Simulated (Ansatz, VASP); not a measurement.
**Te2Mo: VASP beside Ansatz**

```xyz
12
Lattice="6.3300 0.0000 0.0000 0.0000 3.4690 0.0000 -0.9468 0.0000 13.8276" Properties=species:S:1:pos:R:3 pbc="T T T"
Te    5.4013    2.6018    8.3588
Te   -0.0181    0.8672    5.4688
Te    4.9099    0.8672   11.7728
Te    0.4733    2.6018    2.0548
Te    1.7550    2.6018   12.3826
Te    3.6282    0.8672    1.4450
Te    2.1916    0.8672    8.9658
Te    3.1917    2.6018    4.8618
Mo    4.2299    2.6018   13.7253
Mo    1.1533    0.8672    0.1023
Mo    3.8493    0.8672    6.8225
Mo    1.5339    2.6018    7.0051
```

Alike in both runs: functional r2SCAN; k mesh 4 × 8 × 2; occupations fermi-dirac, width 0.05 eV; no spin polarisation.

|  | VASP | Ansatz |
| --- | --- | --- |
| version | VASP 6.6.1 | Ansatz 0.2.0 |
| potentials or method | VASP PAW PBE potentials, release 64 (Te, Mo_sv) | Ansatz PAW |
| plane-wave cutoff (eV) | 520 | 500 |
| valence electrons in the cell | 104 | 184 |
| task | single point | band structure |

|  | VASP | Ansatz | Ansatz less VASP |
| --- | --- | --- | --- |
| gap on the k mesh at the Fermi level (eV) | none | none | - |
| pressure (GPa) | 2.1 | 2.0 | -0.11 |
| traceless stress, the component that is largest in VASP (GPa) | -0.47 | -0.47 | -0.003 |
| rms of the force components (eV/Å) | 0.093 | 0.101 | +0.0075 |

VASP's potentials were made for PBE, not for r2SCAN. Atom by atom the forces differ by 0.011 eV/Å (rms over components). A gap of «none» marks a metal or a gap that the smearing closes. VASP's potentials hold 104 valence electrons a cell and Ansatz's 184, so a difference there can come from the potentials and not from the codes.

Neither program's run includes spin-orbit coupling.
